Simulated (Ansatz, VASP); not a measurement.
**Si2Mo in VASP and in Ansatz**

The input INCAR:

```
SYSTEM = Si2Mo
PREC = Accurate
ENCUT = 520
EDIFF = 1E-7
ISMEAR = 0
SIGMA = 0.1
LREAL = .FALSE.
LASPH = .TRUE.
NELM = 80
ALGO = Normal
ISIF = 2
LWAVE = .FALSE.
LCHARG = .TRUE.
GGA = PE
LELF = .TRUE.
LVHAR = .TRUE.
NBANDS = 43
```

The input KPOINTS:

```
Automatic mesh
0
G
  6 6 4
  0 0 0
```

The input POSCAR:

```
Si2Mo
1.0
    4.5854715600      0.0000000000      0.0000000000
   -2.2927357800      3.9711348600      0.0000000000
    0.0000000000      0.0000000000      6.5797601000
Si Mo
6 3
Direct
    0.1638729800      0.8361270200      0.8333333300
    0.3277459600      0.1638729800      0.1666666700
    0.8361270200      0.6722540400      0.5000000000
    0.8361270200      0.1638729800      0.8333333300
    0.6722540400      0.8361270200      0.1666666700
    0.1638729800      0.3277459600      0.5000000000
    0.5000000000      0.0000000000      0.5000000000
    0.0000000000      0.5000000000      0.1666666700
    0.5000000000      0.5000000000      0.8333333300
```

Input for Ansatz:

```yaml
crystal:
  lattice:
    - [4.58547156, 0.0, 0.0]
    - [-2.29273578, 3.97113486, 0.0]
    - [0.0, 0.0, 6.5797601]
  atoms:
    - { symbol: Si, position: [0.16387298, 0.83612702, 0.83333333] }
    - { symbol: Si, position: [0.32774596, 0.16387298, 0.16666667] }
    - { symbol: Si, position: [0.83612702, 0.67225404, 0.5] }
    - { symbol: Si, position: [0.83612702, 0.16387298, 0.83333333] }
    - { symbol: Si, position: [0.67225404, 0.83612702, 0.16666667] }
    - { symbol: Si, position: [0.16387298, 0.32774596, 0.5] }
    - { symbol: Mo, position: [0.5, 0.0, 0.5] }
    - { symbol: Mo, position: [0.0, 0.5, 0.16666667] }
    - { symbol: Mo, position: [0.5, 0.5, 0.83333333] }
basis:
  ecutwfc: 420
kpoints:
  mp_grid: { grid: [6, 6, 4] }
hamiltonian:
  xc: pbe
  pseudopotentials: { kind: paw, azcp: { folder: soft_1 } }
scf:
  occupations: { method: gaussian, width: 0.1 }
output:
  forces: true
  stress: true
  eigenvalues: true
```

Alike in both runs: task single point; functional PBE; k mesh 6 × 6 × 4; occupations gaussian, width 0.1 eV; no spin polarisation.

|  | VASP | Ansatz |
| --- | --- | --- |
| version | VASP 6.6.1 | Ansatz 0.2.0 |
| potentials or method | VASP PAW PBE potentials, release 64 (Si, Mo_sv), cutoff 520 eV | scalar-relativistic, plane waves, PAW |
| valence electrons in the cell | 66 | 66 |

Ansatz gave:

* gap on the k mesh at the Fermi level (eV): 0.05
* least direct gap on the mesh (eV): 0.54
* pressure (GPa): 3.6
* traceless stress, the component that is largest in VASP (GPa): -0.09
* rms of the force components (eV/Å): 0.005

Question: What did VASP give for the same quantities?

Answer: gap on the k mesh at the Fermi level (eV): 0.05; least direct gap on the mesh (eV): 0.54; pressure (GPa): 3.7; traceless stress, the component that is largest in VASP (GPa): -0.10; rms of the force components (eV/Å): 0.003.

Atom by atom the forces differ by 0.002 eV/Å (rms over components).
